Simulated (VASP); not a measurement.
# Si16Ge (a cell with a defect) in VASP: single point with PBE

Aim: the single point of Si16Ge (a cell with a defect) with PBE.

All numbers are computed with VASP 6.6.1; they aren't measurements. Logs are shortened: lines on timing, memory, paths and dates and some standing lists are left out, and cuts for length are marked.

## (1) The cell of the first run

The cell holds a defect, 17 atoms: a = 7.679 Å, b = 7.679 Å, c = 7.679 Å, α = 60.00°, β = 60.00°, γ = 60.00°.

## (2) Single point, PBE

Input file INCAR:

```
  ALGO = Normal
  EDIFF = 1E-6
  ENCUT = 520
  GGA = PE
  ISIF = 2
  ISMEAR = 0
  LASPH = True
  LCHARG = False
  LREAL = Auto
  LWAVE = False
  NBANDS = 53
  NELM = 60
  PREC = Accurate
  SIGMA = 0.02
```

Input file KPOINTS:

```
k-points
0
Gamma
  2 2 2
```

Input file POSCAR:

```
Si16Ge
1.0
    0.0000000000      5.4300000000      5.4300000000
    5.4300000000      0.0000000000      5.4300000000
    5.4300000000      5.4300000000      0.0000000000
Si Ge
16 1
Direct
   -0.0242200067      0.0732939270     -0.0244718732
    0.1274133429      0.1386191663      0.1271691801
    0.0182552576     -0.0130914895      0.4974797459
    0.1274168388      0.1386052699      0.6069279816
    0.0121836924      0.5104838993      0.0119402498
    0.1023016019      0.6936931382      0.1020595757
    0.0121659766      0.5104702944      0.4655279218
    0.1598211402      0.6149924034      0.6126747415
    0.4977198600     -0.0130749681      0.0180003570
    0.6071822207      0.1385843723      0.1271781273
    0.4977195554     -0.0130699068      0.4974776997
    0.6497349777      0.0514238741      0.6494827517
    0.4658098341      0.5104473733      0.0119155444
    0.6129308449      0.6150113496      0.1595367078
    0.5231317602      0.4312225354      0.5228887727
    0.6129228408      0.6150185985      0.6126746623
    0.8124104125      0.5634990226      0.8121196940
```

Potentials or basis: VASP PAW PBE potentials, release 64 (Si, Ge_d).

Run with:

```sh
$ cat potpaw_PBE.64/Si/POTCAR potpaw_PBE.64/Ge_d/POTCAR > POTCAR
$ mpirun -np 1 vasp_std > vasp.out
```

OUTCAR:

```text
EDIFF = 1E-6
   ENCUT = 520
   GGA = PE
   ISIF = 2
   ISMEAR = 0
   LASPH = True
   LREAL = Auto
   NELM = 60
   PREC = Accurate

 ion  position               nearest neighbor table
   1  0.976  0.073  0.976-   2 2.34   4 2.34  10 2.34   6 2.38
   2  0.127  0.139  0.127-   9 2.33   3 2.33   5 2.33   1 2.34
   3  0.018  0.987  0.497-   4 2.33   2 2.33   8 2.33  12 2.34
   4  0.127  0.139  0.607-  11 2.33   3 2.33   7 2.33   1 2.34
   5  0.012  0.510  0.012-   6 2.32   2 2.33  17 2.45  14 2.51   8 2.51
   6  0.102  0.694  0.102-   5 2.32   7 2.32  13 2.32   1 2.38
   7  0.012  0.510  0.466-   6 2.32   4 2.33  17 2.45  16 2.51   8 2.51
   8  0.160  0.615  0.613-  15 2.32   3 2.33  17 2.45   5 2.51   7 2.51
   9  0.498  0.987  0.018-  10 2.33   2 2.33  14 2.33  12 2.34
  10  0.607  0.139  0.127-  11 2.33   9 2.33  13 2.33   1 2.34
  11  0.498  0.987  0.497-  10 2.33   4 2.33  16 2.33  12 2.34
  12  0.650  0.051  0.649-  11 2.34   3 2.34   9 2.34  15 2.38
  13  0.466  0.510  0.012-   6 2.32  10 2.33  17 2.45  16 2.51  14 2.51
  14  0.613  0.615  0.160-  15 2.32   9 2.33  17 2.45   5 2.51  13 2.51
  15  0.523  0.431  0.523-   8 2.32  14 2.32  16 2.32  12 2.38
  16  0.613  0.615  0.613-  15 2.32  11 2.33  17 2.45  13 2.51   7 2.51
  17  0.812  0.563  0.812-   5 2.45   7 2.45  13 2.45   8 2.45  16 2.45  14 2.45

  LATTYP: Found a face centered cubic cell.
 ALAT       =    10.8600000000

  Lattice vectors:

 A1 = (   0.0000000000,   5.4300000000,   5.4300000000)
 A2 = (   5.4300000000,   0.0000000000,   5.4300000000)
 A3 = (   5.4300000000,   5.4300000000,   0.0000000000)

Analysis of symmetry for initial positions (statically):
=====================================================================
 Subroutine PRICEL returns:
 Original cell was already a primitive cell.

 Routine SETGRP: Setting up the symmetry group for a
 face centered cubic supercell.

 Subroutine GETGRP returns: Found  1 space group operations
 (whereof  1 operations were pure point group operations)
 out of a pool of 48 trial point group operations.

The static configuration has the point symmetry C_1 .

Analysis of symmetry for dynamics (positions and initial velocities):
=====================================================================
 Subroutine PRICEL returns:
 Original cell was already a primitive cell.

 Routine SETGRP: Setting up the symmetry group for a
 face centered cubic supercell.

 Subroutine GETGRP returns: Found  1 space group operations
 (whereof  1 operations were pure point group operations)
 out of a pool of 48 trial point group operations.

[... 121 lines left out ...]
   POTIM  = 0.5000    time-step for ionic-motion
   TEBEG  =    0.0;   TEEND  =   0.0 temperature during run
   PSTRESS=    0.0 pullay stress
   NELECT =      78.0000    total number of electrons
   NUPDOWN=      -1.0000    fix difference up-down
   EMIN   =  10.00;   EMAX   =-10.00  energy-range for DOS
   EFERMI =   0.00;   METHOD = LEGACY
   ISMEAR =     0;   SIGMA  =   0.02  broadening in eV -4-tet -1-fermi 0-gaus
   EFERMI_NEDOS =   21; number of points for ismear=-14 and -15
   IALGO  =     38    algorithm
   IMIX   =      4    mixing-type and parameters
     AMIX     =   0.40;   BMIX     =  1.00
     AMIX_MAG =   1.60;   BMIX_MAG =  1.00
  volume/ion in A,a.u.               =      18.84       127.11
  Fermi-wavevector in a.u.,A,eV,Ry     =   1.022421  1.932096 14.222785  1.045345
  Thomas-Fermi vector in A             =   2.156100
   LORBIT       =      0    0 simple, 1 ext, 2 COOP (PROOUT), +10 PAW based schemes
   GGA     = PE    functional components
   LHFCALC =     F    Hartree Fock is set to
   AEXX    =    0.0000 exact exchange contribution
   IVDW    =     0    specifies the selected vdW correction
   LEPSILON=     F    determine dielectric tensor
   LRPA    =     F    only Hartree local field effects (RPA)
 non-spin polarized calculation
 Gauss-broadening in eV      SIGMA  =   0.02
  energy-cutoff  :      520.00
  volume of cell :      320.21
 maximum number of plane-waves:      8646
 NGX is ok and might be reduce to    60
   NGX = 29   NGY = 29   NGZ = 29

 number of electron      77.9999999 magnetization

 Free energy of the ion-electron system (eV)
  ---------------------------------------------------
  ext. energy  EPLUGINS =         0.00000000
  ---------------------------------------------------
  free energy    TOTEN  =       -86.35769384 eV

  energy without entropy =      -86.35769384  energy(sigma->0) =      -86.35769384

 E-fermi :   6.6392     XC(G=0):  -9.7733

 val. band max:        6.5659606008   @ k =   0.0000   0.5000   0.0000
 cond. band min:       6.7140710812   @ k =   0.0000   0.0000   0.0000
 fundamental gap:      0.1481104804
 Fermi energy:         6.6392045079

 k-point     1 :       0.0000    0.0000    0.0000
  band No.  band energies     occupation
      1     -17.9129      2.00000
      2     -17.9129      2.00000
      3     -17.7830      2.00000
      4     -17.7829      2.00000
      5     -17.7772      2.00000
      6      -6.3380      2.00000
[... 421 lines left out ...]
     50      10.3878      0.00000
     51      10.4218      0.00000
 [bands above 51 left out]

------------------------ aborting loop because EDIFF is reached ----------------------------------------

  FORCE on cell =-STRESS in cart. coord.  units (eV):
  Direction    XX          YY          ZZ          XY          YZ          ZX
  --------------------------------------------------------------------------------------
  -------------------------------------------------------------------------------------
  Total       10.8881068     10.8872973     10.8876703      1.2853241      1.2835377     -1.2858874
  in kB       54.4795447     54.4754943     54.4773605      6.4312255      6.4222873     -6.4340440
  external PRESSURE =      54.4774665 kB  Pullay stress =       0.0000000 kB

 VOLUME and BASIS-vectors are now :
 -----------------------------------------------------------------------------
  energy-cutoff  :      520.00
  volume of cell :      320.21
      direct lattice vectors                 reciprocal lattice vectors
     0.000000000  5.430000000  5.430000000    -0.092081031  0.092081031  0.092081031
     5.430000000  0.000000000  5.430000000     0.092081031 -0.092081031  0.092081031
     5.430000000  5.430000000  0.000000000     0.092081031  0.092081031 -0.092081031

 POSITION                                       TOTAL-FORCE (eV/Angst)
 -----------------------------------------------------------------------------------
      5.69510     10.59560      5.69647         0.009004     -0.009941      0.008699
      1.44323      1.38238      1.44456         0.004783      0.010983      0.004159
      8.06023      2.80044      5.45804        -0.003854      0.004157      0.008085
      4.04825      3.98749      1.44450        -0.010045     -0.004866      0.004691
      2.83676      0.13099      2.83809        -0.007371     -0.018367     -0.007080
      4.32094      1.10968      4.32225        -0.005526      0.006619     -0.003434
[... 9 lines left out ...]
      6.66637      6.65499      6.66772         0.005359      0.018560      0.005457
      7.46961      8.82120      7.47119        -0.000516     -0.000117     -0.001416
 -----------------------------------------------------------------------------------
    total drift:                                0.001213     -0.000058     -0.000656

  FREE ENERGIE OF THE ION-ELECTRON SYSTEM (eV)
  ---------------------------------------------------
  free  energy   TOTEN  =       -86.3576938448 eV

  energy  without entropy=      -86.3576938405  energy(sigma->0) =      -86.35769384
```

Run time: 3.1 min. Hardware: 1 thread of Intel Xeon Platinum 8559C (Emerald Rapids), shared host; peak memory 0.49 GiB.

Results:

```
Free energy            : -86.3577 eV
Pressure               : 5.4 GPa
Largest force          : 0.024 eV/Å
Band gap on the k mesh : 0.15 eV
```

Forces on the atoms (eV/Å):
```
Si   0.009 -0.010  0.009
Si   0.005  0.011  0.004
Si  -0.004  0.004  0.008
Si  -0.010 -0.005  0.005
Si  -0.007 -0.018 -0.007
Si  -0.006  0.007 -0.003
Si   0.019  0.007 -0.005
Si   0.008 -0.009 -0.021
Si   0.008  0.004 -0.004
Si   0.005 -0.005 -0.009
Si  -0.004 -0.007 -0.004
Si  -0.007  0.007 -0.006
Si  -0.004  0.006  0.019
Si  -0.020 -0.008  0.006
Si   0.004 -0.002  0.006
Si   0.005  0.019  0.005
Ge  -0.001  0.000 -0.001
```

Stress tensor (GPa, compression positive):
```
 5.45  0.64 -0.64
 0.64  5.45  0.64
-0.64  0.64  5.45
```

Caveat: the k points lie up to 0.50 Å⁻¹ apart.
